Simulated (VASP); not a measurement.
InSe, 8 atoms in the cell. It takes space group C2/m (No. 12, monoclinic). Conventional cell: a = 6.983 Å, b = 4.032 Å, c = 16.853 Å, α = 90.00°, β = 95.95°, γ = 90.00°. Within 3.5 Å of In (site symmetry m) lie 3 Se at 2.66 Å and 1 In at 2.79 Å. In (site symmetry m) has 3 Se at 2.66 Å and 1 In at 2.79 Å within 3.5 Å. Se (site symmetry m) has 3 In at 2.66 Å within 3.5 Å. Within 3.5 Å of Se (site symmetry m) lie 3 In at 2.66 Å and 1 Se at 3.07 Å.  This cell differs from its parent crystal: the part above a cut slid along it.

```yaml
Program: VASP 6.6.1
Task: single point
Functional: PBE
Dispersion: D3(BJ)
Potentials_or_basis: VASP PAW PBE potentials, release 64 (In_d, Se)
Cutoff: 520 eV
k_mesh: 9 × 9 × 2
Occupations: gaussian, width 0.03 eV
Spin: no spin polarisation
Dipole_correction: no
Further_INCAR_settings: ALGO = Normal; EDIFF = 1e-07; NBANDS = 48
```

Potentials or basis: VASP PAW PBE potentials, release 64 (In_d, Se).

Launch:

```console
$ cat potpaw_PBE.64/In_d/POTCAR potpaw_PBE.64/Se/POTCAR > POTCAR
$ mpirun -np 1 vasp_std > vasp.out
```

Hardware: 1 thread of Intel(R) Xeon(R) Platinum 8124M CPU @ 3.00GHz (Skylake/Cascade Lake), with other jobs on the host.

Q: Estimate the wall time of this run.

A: Wall time 12 min on 1 thread of Intel(R) Xeon(R) Platinum 8124M CPU @ 3.00GHz (Skylake/Cascade Lake) (shared host), peak memory 0.63 GiB. Counts: scf iterations 16, k points 50.
